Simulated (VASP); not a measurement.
A run of VASP 6.6.1 is set up as follows.

INCAR

```
SYSTEM = KTaO3
PREC = Accurate
ENCUT = 520
EDIFF = 1E-8
ISMEAR = -1
SIGMA = 0.01
LREAL = .False.
LASPH = .True.
NELM = 60
ALGO = Normal
ISIF = 2
LWAVE = .False.
LCHARG = .False.
GGA = PE
LEFG = .True.
NBANDS = 27
```

File KPOINTS:

```
Automatic mesh
0
Gamma
  5 5 5
  0 0 0
```

POSCAR

```
KTaO3
1.0
    3.9883000000     -0.0398830000     -0.0398830000
   -0.0398830000      3.9883000000     -0.0398830000
   -0.0398830000     -0.0398830000      3.9883000000
K Ta O
1 1 3
Direct
    0.5000000000      0.5000000000      0.5000000000
    0.0000000000      0.0000000000      0.0000000000
    0.5000000000      0.0000000000      0.0000000000
    0.0000000000      0.5000000000      0.0000000000
    0.0000000000      0.0000000000      0.5000000000
```

Potentials or basis: VASP PAW PBE potentials, release 64 (K_sv, Ta_pv, O).

The run is started by

```sh
$ cat potpaw_PBE.64/K_sv/POTCAR potpaw_PBE.64/Ta_pv/POTCAR potpaw_PBE.64/O/POTCAR > POTCAR
$ mpirun -np 1 vasp_std > vasp.out
```

**Question.** Predict the pressure.

**Answer.** 6.1 GPa.

**Question.** Predict the band gap on the k mesh.

**Answer.** 2.21 eV, indirect (least direct gap 2.64 eV).

Electric field gradients, principal values (V/Å²):
| atom | least | middle | greatest (by size) |
| --- | --- | --- | --- |
| 1 K | 1.429 | 1.429 | -2.858 |
| 2 Ta | -22.862 | -22.862 | 45.725 |
| 3 O | -9.254 | -10.995 | 20.249 |
| 4 O | -9.254 | -10.995 | 20.249 |
| 5 O | -9.254 | -10.995 | 20.249 |

Caveat: the cell differs from its parent crystal (equal xy, yz and zx shear strains of -2 %); without QUAD_EFG the Cq values of the log hold for a quadrupole moment of 1 mb, not for the nuclei; spin-orbit coupling is left out, which moves the levels of the heavy elements. A k mesh can miss the band edges.
